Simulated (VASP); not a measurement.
Runs of VASP 6.6.1 on Sn3Bi. The structure is that of space group Fm-3m (No. 225), or close to it. The cells are those of the table. 

| cell | gap on the mesh (eV) | pressure (GPa) |
| --- | --- | --- |
| a = 5.443 Å, angles 60.0°, 4 atoms | none | (b) |
| a = 5.395 Å, angles 60.0°, 4 atoms | none | (a) |
| a = 5.491 Å, angles 60.0°, 4 atoms | none | -4.0 |
| a = 5.538 Å, angles 60.0°, 4 atoms | none | -4.8 |
| a = 5.294 Å, angles 60.0°, 4 atoms | none | 1.2 |

Alike in all rows: task single point; level LDA; potentials or basis VASP PAW LDA potentials, release 64 (Sn_d, Bi_d); no spin polarisation; k mesh 5 × 5 × 5; cutoff (eV) 520; smearing fermi-dirac 0.1 eV.

Fill in the values left out.

(a) -1.8; (b) -3.0.

Caveats: spin-orbit coupling is left out, which moves the levels of the heavy elements.

A k mesh can miss the band edges, and the runs leave out spin-orbit coupling on Bi, Sn.

A gap of «none» marks levels without a gap at the run's occupations.
